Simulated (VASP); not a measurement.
Fe:

```
Fe
1.0
     2.46063    0.00000    0.00000
    -1.23031    2.13097    0.00000
     0.00000    0.00000   11.66971
Fe
6
Direct
  0.00000 0.00000 0.00000
  0.33333 0.66667 0.16667
  0.66667 0.33333 0.33333
  0.00000 0.00000 0.50000
  0.66667 0.33333 0.66667
  0.33333 0.66667 0.83333
```

This isn't the form of Fe at room conditions, which is bcc.

| Item | Value |
| --- | --- |
| Program | VASP 6.6.1 |
| Task | relaxation of cell and atoms |
| Functional | PBE |
| Potentials or basis | VASP PAW PBE potentials, release 64 (Fe) |
| Cutoff | 600 eV |
| k mesh | 21 × 21 × 4 |
| Occupations | gaussian, width 0.1 eV |
| Spin | no spin polarisation |

At the start: pressure 0.8 GPa; volume 10.20 Å³/atom.

Q: How do energy, volume and symmetry change on relaxing?

A: Over 12 steps the energy falls by 12.1 meV/atom and the volume is 10.23 Å³/atom (+0.3 %); space group P6_3/mmc (No. 194, to 0.1 Å) before and after.

The path:
| step | energy change (eV) | largest force (eV/Å) | pressure (GPa) | volume (Å³) |
| --- | --- | --- | --- | --- |
| 1 | 0.0000 | 0.6044 | 0.80 | 61.19 |
| 2 | -0.0600 | 0.1196 | -1.37 | 61.62 |
| 3 | -0.0637 | 0.1872 | -1.14 | 61.56 |
| 4 | -0.0691 | 0.0150 | 1.79 | 60.98 |
| 5 | -0.0697 | 0.0590 | 1.02 | 61.12 |
| 6 | -0.0708 | 0.0234 | -0.51 | 61.46 |
| 7 | -0.0717 | 0.0096 | 0.06 | 61.34 |
| 8 | -0.0727 | 0.0151 | 0.02 | 61.35 |
| 9 | -0.0726 | 0.0022 | -0.20 | 61.41 |
| 10 | -0.0727 | 0.0131 | 0.01 | 61.36 |
| 11 | -0.0727 | 0.0114 | -0.02 | 61.36 |
| 12 | -0.0727 | 0.0001 | -0.05 | 61.37 |

Final structure:
```
CELL_PARAMETERS angstrom
2.44654 0.00000 0.00000
-1.22327 2.11876 0.00000
0.00000 0.00000 11.83951
ATOMIC_POSITIONS crystal
Fe 0.00000 0.00000 0.00000
Fe 0.33333 0.66667 0.16333
Fe 0.66667 0.33333 0.33667
Fe 0.00000 0.00000 0.50000
Fe 0.66667 0.33333 0.66333
Fe 0.33333 0.66667 0.83667
```

Caveat: the highest band is partly filled, so the run has too few bands; the run has no spin polarisation, though such a crystal can be magnetic.
